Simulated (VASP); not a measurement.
# LiY3 in VASP: single point with PBE

Aim: the single point of LiY3 with PBE.

All numbers are computed with VASP 6.6.1; they aren't measurements. Logs are shortened: lines on timing, memory, paths and dates and some standing lists are left out, and cuts for length are marked.

## (1) The cell of the first run

The typed cell holds 8 atoms: a = 6.707 Å, b = 6.707 Å, c = 5.414 Å, α = 90.00°, β = 90.00°, γ = 120.00°.

## (2) Single point, PBE

File INCAR:

```
ALGO = Normal
EDIFF = 1E-6
ENCUT = 520
GGA = PE
ISIF = 2
ISMEAR = -1
LASPH = T
LCHARG = F
LREAL = F
LUSENCCL = F
LWAVE = F
NBANDS = 46
NELM = 60
PREC = Accurate
SIGMA = 0.0107
```

File KPOINTS:

```
k-points
0
Gamma
  6 6 6
```

File POSCAR:

```
LiY3
1.0
    6.7074380000      0.0000000000      0.0000000000
   -3.3537190000      5.8088130000      0.0000000000
    0.0000000000      0.0000000000      5.4142110000
Y Li
6 2
Direct
    0.8330000000      0.1670000000      0.2500000000
    0.6660000000      0.8330000000      0.7500000000
    0.8330000000      0.6660000000      0.2500000000
    0.1670000000      0.8330000000      0.7500000000
    0.3340000000      0.1670000000      0.2500000000
    0.1670000000      0.3340000000      0.7500000000
    0.3333000000      0.6667000000      0.2500000000
    0.6666000000      0.3333000000      0.7500000000
```

Potentials or basis: VASP PAW PBE potentials, release 64 (Y_sv, Li_sv).

Launch:

```console
cat potpaw_PBE.64/Y_sv/POTCAR potpaw_PBE.64/Li_sv/POTCAR > POTCAR
mpirun -np 1 vasp_std > vasp.out
```

OUTCAR:

```text
EDIFF = 1E-6
   ENCUT = 520
   GGA = PE
   ISIF = 2
   ISMEAR = -1
   LASPH = T
   LREAL = F
   NELM = 60
   PREC = Accurate

 ion  position               nearest neighbor table
   1  0.833  0.167  0.250-   8 3.33   8 3.33   6 3.33   6 3.33   2 3.33   2 3.33   5 3.35   3 3.35
                             7 3.35   7 3.35   5 3.36   3 3.36
   2  0.666  0.833  0.750-   7 3.33   7 3.33   3 3.33   3 3.33   1 3.33   1 3.33   4 3.35   6 3.35
                             8 3.35   8 3.35   4 3.36   6 3.36
   3  0.833  0.666  0.250-   8 3.33   8 3.33   2 3.33   2 3.33   4 3.33   4 3.33   1 3.35   5 3.35
                             7 3.35   7 3.35   1 3.36   5 3.36
   4  0.167  0.833  0.750-   7 3.33   7 3.33   3 3.33   3 3.33   5 3.33   5 3.33   2 3.35   6 3.35
                             8 3.35   8 3.35   2 3.36   6 3.36
   5  0.334  0.167  0.250-   8 3.33   8 3.33   6 3.33   6 3.33   4 3.33   4 3.33   1 3.35   3 3.35
                             7 3.35   7 3.35   1 3.36   3 3.36
   6  0.167  0.334  0.750-   7 3.33   7 3.33   1 3.33   1 3.33   5 3.33   5 3.33   4 3.35   2 3.35
                             8 3.35   8 3.35   4 3.36   2 3.36
   7  0.333  0.667  0.250-   4 3.33   4 3.33   2 3.33   2 3.33   6 3.33   6 3.33   3 3.35   5 3.35
                             1 3.35   1 3.35   3 3.35   5 3.35
   8  0.667  0.333  0.750-   5 3.33   5 3.33   1 3.33   1 3.33   3 3.33   3 3.33   6 3.35   4 3.35
                             2 3.35   2 3.35   6 3.35   4 3.35

  LATTYP: Found a hexagonal cell.
 ALAT       =     6.7074380000
 C/A-ratio  =     0.8071950870

  Lattice vectors:

 A1 = (   6.7074380000,   0.0000000000,   0.0000000000)
 A2 = (  -3.3537190000,   5.8088130000,   0.0000000000)
 A3 = (   0.0000000000,   0.0000000000,   5.4142110000)

Analysis of symmetry for initial positions (statically):
=====================================================================
 Subroutine PRICEL returns:
 Original cell was already a primitive cell.

 Routine SETGRP: Setting up the symmetry group for a
 hexagonal supercell.

 Subroutine GETGRP returns: Found  4 space group operations
 (whereof  2 operations were pure point group operations)
 out of a pool of 24 trial point group operations.

The static configuration has the point symmetry C_2 .
 The point group associated with its full space group is C_2v.

Analysis of symmetry for dynamics (positions and initial velocities):
=====================================================================
 Subroutine PRICEL returns:
 Original cell was already a primitive cell.

 Routine SETGRP: Setting up the symmetry group for a
[... 121 lines left out ...]
   EDIFFG = 0.1E-04   stopping-criterion for IOM
   NSW    =      0    number of steps for IOM
   IBRION =     -1    ionic relax: 0-MD 1-quasi-New 2-CG
   NFREE  =      0    steps in history (QN), initial steepest desc. (CG)
   ISIF   =      2    stress and relaxation
   ISYM   =      2    0-nonsym 1-usesym 2-fastsym
   POTIM  = 0.5000    time-step for ionic-motion
   TEBEG  =    0.0;   TEEND  =   0.0 temperature during run
   PSTRESS=    0.0 pullay stress
   NELECT =      72.0000    total number of electrons
   NUPDOWN=      -1.0000    fix difference up-down
   EMIN   =  10.00;   EMAX   =-10.00  energy-range for DOS
   EFERMI =   0.00;   METHOD = LEGACY
   ISMEAR =    -1;   SIGMA  =   0.01  broadening in eV -4-tet -1-fermi 0-gaus
   EFERMI_NEDOS =   21; number of points for ismear=-14 and -15
   IALGO  =     38    algorithm
   IMIX   =      4    mixing-type and parameters
     AMIX     =   0.40;   BMIX     =  1.00
     AMIX_MAG =   1.60;   BMIX_MAG =  1.00
  volume/ion in A,a.u.               =      26.37       177.94
  Fermi-wavevector in a.u.,A,eV,Ry     =   1.144088  2.162012 17.809159  1.308936
  Thomas-Fermi vector in A             =   2.280781
   LORBIT       =      0    0 simple, 1 ext, 2 COOP (PROOUT), +10 PAW based schemes
   GGA     = PE    functional components
[... 5 lines left out ...]
 non-spin polarized calculation
  energy-cutoff  :      520.00
  volume of cell :      210.95
 maximum number of plane-waves:      5720
 NGX is ok and might be reduce to    50
   NGX = 25   NGY = 25   NGZ = 21

 number of electron      71.9999991 magnetization

 Free energy of the ion-electron system (eV)
  ---------------------------------------------------
  ext. energy  EPLUGINS =         0.00000000
  ---------------------------------------------------
  free energy    TOTEN  =       -40.53629490 eV

  energy without entropy =      -40.53094145  energy(sigma->0) =      -40.53361818

 E-fermi :   3.1563     XC(G=0):  -9.4719

 val. band max:        3.1518603461   @ k =   0.0000   0.1667   0.3333
 cond. band min:       3.1678664858   @ k =   0.1667   0.0000   0.0000
 fundamental gap:      0.0160061397
 Fermi energy:         3.1562733732

 k-point     1 :       0.0000    0.0000    0.0000
  band No.  band energies     occupation
      1     -42.0560      2.00000
      2     -42.0558      2.00000
      3     -39.5092      2.00000
      4     -39.4089      2.00000
      5     -39.4088      2.00000
      6     -39.4029      2.00000
[... 1165 lines left out ...]
     45       4.7929      0.00000
     46       5.0723      0.00000

 [... further k-points ...]

------------------------ aborting loop because EDIFF is reached ----------------------------------------

  FORCE on cell =-STRESS in cart. coord.  units (eV):
  Direction    XX          YY          ZZ          XY          YZ          ZX
  --------------------------------------------------------------------------------------
  -------------------------------------------------------------------------------------
  Total        7.1015969      7.1006039      5.8484063      0.0000000      0.0000000      0.0000000
  in kB       53.9370714     53.9295293     44.4190108      0.0000000      0.0000000      0.0000000
  external PRESSURE =      50.7618705 kB  Pullay stress =       0.0000000 kB

 VOLUME and BASIS-vectors are now :
 -----------------------------------------------------------------------------
  energy-cutoff  :      520.00
  volume of cell :      210.95
      direct lattice vectors                 reciprocal lattice vectors
     6.707438000  0.000000000  0.000000000     0.149088221  0.086076105 -0.000000000
    -3.353719000  5.808813000  0.000000000     0.000000000  0.172152211  0.000000000
     0.000000000  0.000000000  5.414211000     0.000000000 -0.000000000  0.184699119

 POSITION                                       TOTAL-FORCE (eV/Angst)
 -----------------------------------------------------------------------------------
      5.02722      0.97007      1.35355        -0.271477      0.156649      0.000000
      1.67351      4.83874      4.06066        -0.271477     -0.156649     -0.000000
      3.35372      3.86867      1.35355        -0.000276     -0.313312      0.000000
     -1.67351      4.83874      4.06066         0.271001     -0.156699      0.000000
      1.68021      0.97007      1.35355         0.271001      0.156699      0.000000
      0.00000      1.94014      4.06066        -0.000276      0.313312      0.000000
     -0.00034      3.87274      1.35355         0.000752     -0.000410      0.000000
      3.35338      1.93608      4.06066         0.000752      0.000410      0.000000
 -----------------------------------------------------------------------------------
    total drift:                                0.000037      0.000000     -0.000000

  FREE ENERGIE OF THE ION-ELECTRON SYSTEM (eV)
  ---------------------------------------------------
  free  energy   TOTEN  =       -40.5362949028 eV

  energy  without entropy=      -40.5309414487  energy(sigma->0) =      -40.53361818
```

OSZICAR:

```text
N       E                     dE             d eps       ncg     rms          rms(c)
DAV:   1     0.454923193092E+03    0.45492E+03   -0.35140E+04  4784   0.154E+03
DAV:   2     0.138789571401E+02   -0.44104E+03   -0.42854E+03  5056   0.397E+02
DAV:   3    -0.353141146020E+02   -0.49193E+02   -0.47517E+02  7634   0.757E+01
DAV:   4    -0.420432700897E+02   -0.67292E+01   -0.66642E+01  7490   0.283E+01
DAV:   5    -0.425743892546E+02   -0.53112E+00   -0.53038E+00  7140   0.606E+00    0.567E+01
DAV:   6    -0.406427750376E+02    0.19316E+01   -0.37524E+00  5738   0.645E+00    0.354E+01
DAV:   7    -0.406213802618E+02    0.21395E-01   -0.50341E+00  6732   0.672E+00    0.381E+00
DAV:   8    -0.405306247561E+02    0.90756E-01   -0.96364E-01  5408   0.318E+00    0.221E+00
DAV:   9    -0.405370789339E+02   -0.64542E-02   -0.76772E-02  6708   0.103E+00    0.588E-01
DAV:  10    -0.405363902145E+02    0.68872E-03   -0.39564E-03  6600   0.296E-01    0.189E-01
DAV:  11    -0.405362970054E+02    0.93209E-04   -0.76144E-04  6666   0.104E-01    0.588E-02
DAV:  12    -0.405362978569E+02   -0.85149E-06   -0.80908E-05  6404   0.381E-02    0.280E-02
DAV:  13    -0.405362963834E+02    0.14735E-05   -0.11445E-05  6204   0.157E-02    0.990E-03
DAV:  14    -0.405362944877E+02    0.18956E-05   -0.21005E-06  3930   0.695E-03    0.959E-03
DAV:  15    -0.405362949028E+02   -0.41510E-06   -0.33395E-07  3016   0.314E-03
   1 F= -.40536295E+02 E0= -.40533618E+02  d E =-.535345E-02
```

stdout:

```text
Offloading initialized ...    1 GPUs detected
 POSCAR found type information on POSCAR Y Li
 POSCAR found :  2 types and       8 ions
 scaLAPACK will be used selectively (only on CPU)
 LDA part: xc-table for (Slater+PW92), standard interpolation
 POSCAR, INCAR and KPOINTS ok, starting setup
 FFT: planning ... GRIDC
 FFT: planning ... GRID_SOFT
 FFT: planning ... GRID
 WAVECAR not read
 entering main loop
```

Run time: 4.7 min. Hardware: 1 × NVIDIA H100 80GB with 1 thread of AMD EPYC 7R13 (Zen 3), shared host; peak memory 1.6 GiB.

Results:

```yaml
Free_energy: -40.5363 eV
Largest_force: 0.313 eV/Å
Band_gap_on_the_k_mesh: zero (band 36 reaches 3.29 eV, above the bottom of band 37 at 2.97 eV)
```

Forces in eV/Å, atoms in the order of the input:
```
Y   -0.271  0.157  0.000
Y   -0.271 -0.157  0.000
Y    0.000 -0.313  0.000
Y    0.271 -0.157  0.000
Y    0.271  0.157  0.000
Y    0.000  0.313  0.000
Li   0.001  0.000  0.000
Li   0.001  0.000  0.000
```

Levels at points of the mesh, in eV from the Fermi level:
```tsv
k point	band 32	band 33	band 34	band 35	band 36	band 37	band 38	band 39	band 40	band 41
(0.00, 0.00, 0.00)	-1.31	-1.31	-0.70	-0.70	-0.12	-0.12	-0.02	-0.02	0.82	0.85
(0.50, 0.00, 0.00)	-0.86	-0.76	-0.30	-0.29	-0.28	-0.05	0.11	0.13	0.33	0.50
(0.00, 0.50, 0.00)	-0.86	-0.76	-0.30	-0.29	-0.28	-0.05	0.11	0.13	0.33	0.50
(0.00, 0.00, 0.50)	-1.06	-1.06	-1.06	0.13	0.13	0.28	0.28	0.28	0.28	1.03
(0.50, 0.00, 0.50)	-1.31	-0.70	-0.70	-0.13	-0.13	0.20	0.20	0.56	0.56	0.76
(0.00, 0.50, 0.50)	-1.31	-0.70	-0.70	-0.13	-0.13	0.20	0.20	0.56	0.56	0.76
```

Caveat: the cutoff is under 1.25 times the usual one of these potentials, so pressure, stress and relaxed cells hold a basis-set (Pulay) error.
